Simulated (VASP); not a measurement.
# Li (P6/mmm) in VASP: further runs, part 2 of 2

VASP 6.6.1. Earlier steps stand in the parts before.

## (3) Single point, PBEsol (21.04 Å³/atom)

This run uses another cell than the first one, of 21.04 Å³/atom.

The input, INCAR:

```
SYSTEM = Li
ALGO = Normal
EDIFF = 1E-6
ENCUT = 520
GGA = PS
ISIF = 2
ISMEAR = -1
LASPH = .TRUE.
LCHARG = .FALSE.
LREAL = .FALSE.
LWAVE = .FALSE.
NBANDS = 12
NELM = 60
PREC = Accurate
SIGMA = 0.1
```

The input, KPOINTS:

```
k-points
0
G
  8 8 12
  0 0 0
```

The input, POSCAR:

```
Li
1.0
    4.9935795281      0.0000000000      0.0000000000
   -2.4967897640      4.3245667272      0.0000000000
    0.0000000000      0.0000000000      2.9224051959
Li
3
Direct
    0.0000000000      1.0000000000      0.0000000000
    0.3333333333      0.6666666667      0.5000000000
    0.6666666667      0.3333333333      0.5000000000
```

Potentials or basis: VASP PAW PBE potentials, release 64 (Li_sv).

Launch:

```bash
> cat potpaw_PBE.64/Li_sv/POTCAR > POTCAR
> mpirun -np 1 vasp_std > vasp.out
```

OUTCAR:

```text
SYSTEM = Li
   EDIFF = 1E-6
   ENCUT = 520
   GGA = PS
   ISIF = 2
   ISMEAR = -1
   LASPH = .TRUE.
   LREAL = .FALSE.
   NELM = 60
   PREC = Accurate

 ion  position               nearest neighbor table
   1  0.000  0.000  0.000-
   2  0.333  0.667  0.500-
   3  0.667  0.333  0.500-

  LATTYP: Found a hexagonal cell.
 ALAT       =     4.9935795281
 C/A-ratio  =     0.5852325330

  Lattice vectors:

 A1 = (   4.9935795281,   0.0000000000,   0.0000000000)
 A2 = (  -2.4967897640,   4.3245667272,   0.0000000000)
 A3 = (   0.0000000000,   0.0000000000,   2.9224051959)

Analysis of symmetry for initial positions (statically):
=====================================================================
 Subroutine PRICEL returns:
 Original cell was already a primitive cell.

 Routine SETGRP: Setting up the symmetry group for a
 hexagonal supercell.

 Subroutine GETGRP returns: Found 24 space group operations
 (whereof 24 operations were pure point group operations)
 out of a pool of 24 trial point group operations.

The static configuration has the point symmetry D_6h.

[... 166 lines left out ...]
 fundamental gap:      0.0428972304
 Fermi energy:         0.5258460369

 k-point     1 :       0.0000    0.0000    0.0000
  band No.  band energies     occupation
      1     -45.5084      2.00000
      2     -45.4895      2.00000
      3     -45.3935      2.00000
      4      -2.9783      2.00000
      5       2.5834      0.00000
      6       2.5834      0.00000
      7       2.6413      0.00000
      8       2.6414      0.00000
      9       6.1785      0.00000
     10       6.3319      0.00000
     11      10.4742      0.00000
     12      14.4986      0.00000
[... 331 lines left out ...]
 k-point    24 :       0.3750    0.0000    0.1667
  band No.  band energies     occupation
      1     -45.5007      2.00000
      2     -45.4917      2.00000
      3     -45.3912      2.00000
      4      -1.7560      2.00000
      5      -0.2372      1.99903
      6       1.2375      0.00162
      7       3.6720      0.00000
      8       7.0917      0.00000
      9       7.5884      0.00000
     10       8.7829      0.00000
     11       9.4934      0.00000
     12      10.7068      0.00000

 [... further k-points ...]
[... 5 lines left out ...]
  --------------------------------------------------------------------------------------
  -------------------------------------------------------------------------------------
  Total       -0.2499089     -0.2499089     -0.1684575     -0.0000000     -0.0000000     -0.0000000
  in kB       -6.3444981     -6.3444981     -4.2766715     -0.0000000     -0.0000000     -0.0000000
  external PRESSURE =      -5.6552226 kB  Pullay stress =       0.0000000 kB

 VOLUME and BASIS-vectors are now :
 -----------------------------------------------------------------------------
  energy-cutoff  :      520.00
  volume of cell :       63.11
      direct lattice vectors                 reciprocal lattice vectors
     4.993579528  0.000000000  0.000000000     0.200257149  0.115618519  0.000000000
    -2.496789764  4.324566727  0.000000000     0.000000000  0.231237038  0.000000000
     0.000000000  0.000000000  2.922405196     0.000000000  0.000000000  0.342183897

 POSITION                                       TOTAL-FORCE (eV/Angst)
 -----------------------------------------------------------------------------------
      0.00000      0.00000      0.00000        -0.000000      0.000000      0.000000
     -0.00000      2.88304      1.46120        -0.000000      0.000000      0.000000
      2.49679      1.44152      1.46120         0.000000      0.000000      0.000000
 -----------------------------------------------------------------------------------
    total drift:                               -0.000000      0.000000      0.000000

  FREE ENERGIE OF THE ION-ELECTRON SYSTEM (eV)
  ---------------------------------------------------
  free  energy   TOTEN  =        -5.8823590138 eV

  energy  without entropy=       -5.8332380757  energy(sigma->0) =       -5.85779854
```

stdout:

```text
POSCAR found type information on POSCAR Li
 POSCAR found :  1 types and       3 ions
 scaLAPACK will be used
 -----------------------------------------------------------------------------
|                                                                             |
|                                                                             |
|     You enforced a specific xc type in the INCAR file but a different       |
|     I HOPE YOU KNOW WHAT YOU ARE DOING!                                     |
|                                                                             |
 -----------------------------------------------------------------------------

 LDA part: xc-table for (Slater+PW92), standard interpolation
 POSCAR, INCAR and KPOINTS ok, starting setup
 FFT: planning ... GRIDC
 FFT: planning ... GRID_SOFT
 FFT: planning ... GRID
 WAVECAR not read
 entering main loop
```

Run time: 20 s. Hardware: 1 thread of Intel Xeon Platinum 8488C (Sapphire Rapids), shared host; peak memory 0.19 GiB.

Results:

| Quantity | Value |
| --- | --- |
| Free energy | -5.8824 eV |
| Band gap on the k mesh | zero (an odd number of electrons rules out a gap without spin polarisation) |

Levels at points of the mesh, in eV from the Fermi level:
```
           k point  band 1  band 2  band 3  band 4  band 5  band 6  band 7  band 8  band 9
(0.00, 0.00, 0.00)  -46.03  -46.02  -45.92   -3.50    2.06    2.06    2.12    2.12    5.65
(0.50, 0.00, 0.00)  -46.03  -46.02  -45.92   -2.01   -1.99    0.11    2.97    7.88    7.95
(0.00, 0.00, 0.50)  -46.02  -46.01  -45.91   -0.50    0.12    5.29    5.34    5.34    6.23
(0.50, 0.00, 0.50)  -46.02  -46.01  -45.91    0.60    0.72    1.93    2.92    3.94    4.90
```

Caveat: the cutoff is under 1.25 times the usual one of these potentials, so pressure, stress and relaxed cells hold a basis-set (Pulay) error; the PAW data sets were made with another functional, which shifts forces and pressure a little.

## (4) Single point, PBEsol (21.85 Å³/atom)

This run uses another cell than the first one, of 21.85 Å³/atom.

The input, INCAR:

```
SYSTEM = Li
PREC = Accurate
ENCUT = 520
EDIFF = 1E-6
ISMEAR = -1
SIGMA = 0.1
LREAL = .FALSE.
LASPH = .TRUE.
NELM = 80
ALGO = Normal
ISIF = 2
LWAVE = .FALSE.
LCHARG = .FALSE.
GGA = PS
NBANDS = 12
```

The input, KPOINTS:

```
regular mesh
0
G
  8 8 12
  0 0 0
```

The input, POSCAR:

```
Li
1.0
    5.0567961065      0.0000000000      0.0000000000
   -2.5283980532      4.3793138900      0.0000000000
    0.0000000000      0.0000000000      2.9594015942
Li
3
Direct
    0.0000000000      1.0000000000      0.0000000000
    0.3333333333      0.6666666667      0.5000000000
    0.6666666667      0.3333333333      0.5000000000
```

Launch:

```bash
> cat potpaw_PBE.64/Li_sv/POTCAR > POTCAR
> mpirun -np 1 vasp_std > vasp.out
```

Run time: 18 s. Hardware: 1 thread of Intel Xeon Platinum 8488C (Sapphire Rapids), shared host; peak memory 0.19 GiB.

Results (log left out):

```yaml
Free_energy: -5.8727 eV
Band_gap_on_the_k_mesh: zero (an odd number of electrons rules out a gap without spin polarisation)
```

Levels at points of the mesh, in eV from the Fermi level:
| k point | band 2 | band 3 | band 4 | band 5 | band 6 | band 7 |
| --- | --- | --- | --- | --- | --- | --- |
| (0.00, 0.00, 0.00) | -46.08 | -45.99 | -3.45 | 2.02 | 2.02 | 2.08 |
| (0.50, 0.00, 0.00) | -46.09 | -45.99 | -1.98 | -1.96 | 0.12 | 2.86 |
| (0.00, 0.00, 0.50) | -46.07 | -45.98 | -0.48 | 0.10 | 5.16 | 5.21 |
| (0.50, 0.00, 0.50) | -46.08 | -45.98 | 0.60 | 0.71 | 1.88 | 2.81 |

Caveat: the cutoff is under 1.25 times the usual one of these potentials, so pressure, stress and relaxed cells hold a basis-set (Pulay) error; the PAW data sets were made with another functional, which shifts forces and pressure a little.

## (5) Single point, PBEsol (22.65 Å³/atom)

This run uses another cell than the first one, of 22.65 Å³/atom.

The input, INCAR:

```
PREC = Accurate ; ENCUT = 520
EDIFF = 1E-6 ; ISMEAR = -1
SIGMA = 0.1 ; LREAL = False
LASPH = True ; NELM = 80
ALGO = Normal ; ISIF = 2
LWAVE = False ; LCHARG = False
GGA = PS ; NBANDS = 12
```

The input, KPOINTS:

```
Automatic mesh
0
Gamma
  8 8 12
```

The input, POSCAR:

```
Li
1.0
    5.1184704300      0.0000000000      0.0000000000
   -2.5592352150      4.4327254209      0.0000000000
    0.0000000000      0.0000000000      2.9954954148
Li
3
Direct
    0.0000000000      1.0000000000      0.0000000000
    0.3333333333      0.6666666667      0.5000000000
    0.6666666667      0.3333333333      0.5000000000
```

Launch:

```bash
> cat potpaw_PBE.64/Li_sv/POTCAR > POTCAR
> mpirun -np 1 vasp_std > vasp.out
```

It took 21 s on 1 thread of Intel Xeon Platinum 8488C (Sapphire Rapids), shared host; peak memory 0.19 GiB.

The run converged. Its results:

```
Free energy            : -5.8571 eV
Band gap on the k mesh : zero (an odd number of electrons rules out a gap without spin polarisation)
```

Levels at points of the mesh, in eV from the Fermi level:
| k point | band 2 | band 3 | band 4 | band 5 | band 6 | band 7 |
| --- | --- | --- | --- | --- | --- | --- |
| (0.00, 0.00, 0.00) | -46.15 | -46.06 | -3.41 | 1.98 | 1.98 | 2.04 |
| (0.50, 0.00, 0.00) | -46.15 | -46.06 | -1.95 | -1.93 | 0.13 | 2.75 |
| (0.00, 0.00, 0.50) | -46.14 | -46.05 | -0.47 | 0.08 | 5.04 | 5.09 |
| (0.50, 0.00, 0.50) | -46.14 | -46.05 | 0.60 | 0.69 | 1.84 | 2.71 |

Caveat: the cutoff is under 1.25 times the usual one of these potentials, so pressure, stress and relaxed cells hold a basis-set (Pulay) error; the PAW data sets were made with another functional, which shifts forces and pressure a little.

## (6) Overview

```tsv
cell	gap on the mesh (eV)
a = 4.929, b = 4.929, c = 2.884 Å, angles 90.0, 90.0, 120.0°, 3 atoms	none
a = 4.994, b = 4.994, c = 2.922 Å, angles 90.0, 90.0, 120.0°, 3 atoms	none
a = 5.057, b = 5.057, c = 2.959 Å, angles 90.0, 90.0, 120.0°, 3 atoms	none
a = 5.118, b = 5.118, c = 2.995 Å, angles 90.0, 90.0, 120.0°, 3 atoms	none
```

Alike in all rows: task single point; level PBEsol; potentials or basis VASP PAW PBE potentials, release 64 (Li_sv); no spin polarisation; k mesh 8 × 8 × 12; cutoff (eV) 520; smearing fermi-dirac 0.1 eV.

Caveats: the cutoff is under 1.25 times the usual one of these potentials, so pressure, stress and relaxed cells hold a basis-set (Pulay) error; the PAW data sets were made with another functional, which shifts forces and pressure a little.

Total energies depend on the potentials used, so only differences within one code and one set of settings carry meaning.
